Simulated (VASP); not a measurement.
Crystal: HfB.

```xyz
4
Lattice="3.4223 0.0000 0.0000 -1.7112 2.9638 0.0000 0.0000 0.0000 5.5677" Properties=species:S:1:pos:R:3 pbc="T T T"
Hf    0.0000    0.0000    0.0000
Hf    0.0000    1.9759    2.7838
B     1.7112    0.9879    1.3919
B     1.7112    0.9879    4.1758
```

```yaml
Program: VASP 6.6.1
Task: relaxation of cell and atoms
Functional: PBE
Potentials_or_basis: VASP PAW PBE potentials, release 64 (Hf_pv, B)
Cutoff: 600 eV
k_mesh: 12 × 12 × 6
Occupations: gaussian, width 0.1 eV
Spin: no spin polarisation
```

At the start: pressure -0.4 GPa; volume 14.12 Å³/atom.

How do energy, volume and symmetry change on relaxing?

Over 5 steps the energy falls by 45.2 meV/atom and the volume is 14.11 Å³/atom (-0.1 %); space group P6_3/mmc (No. 194, to 0.1 Å) before and after.

The path:
| step | energy change (eV) | largest force (eV/Å) | pressure (GPa) | volume (Å³) |
| --- | --- | --- | --- | --- |
| 1 | 0.0000 | 0.0000 | -0.36 | 56.47 |
| 2 | -0.1423 | 0.0000 | 0.82 | 56.15 |
| 3 | -0.1765 | 0.0000 | 2.10 | 55.79 |
| 4 | -0.1704 | 0.0000 | -3.02 | 57.48 |
| 5 | -0.1807 | 0.0000 | 0.01 | 56.44 |

Final structure:
```
CELL_PARAMETERS angstrom
3.55427 0.00000 0.00000
-1.77713 3.07809 0.00000
0.00000 0.00000 5.15906
ATOMIC_POSITIONS crystal
Hf 0.00000 0.00000 0.00000
Hf 0.33333 0.66667 0.50000
B 0.66667 0.33333 0.25000
B 0.66667 0.33333 0.75000
```
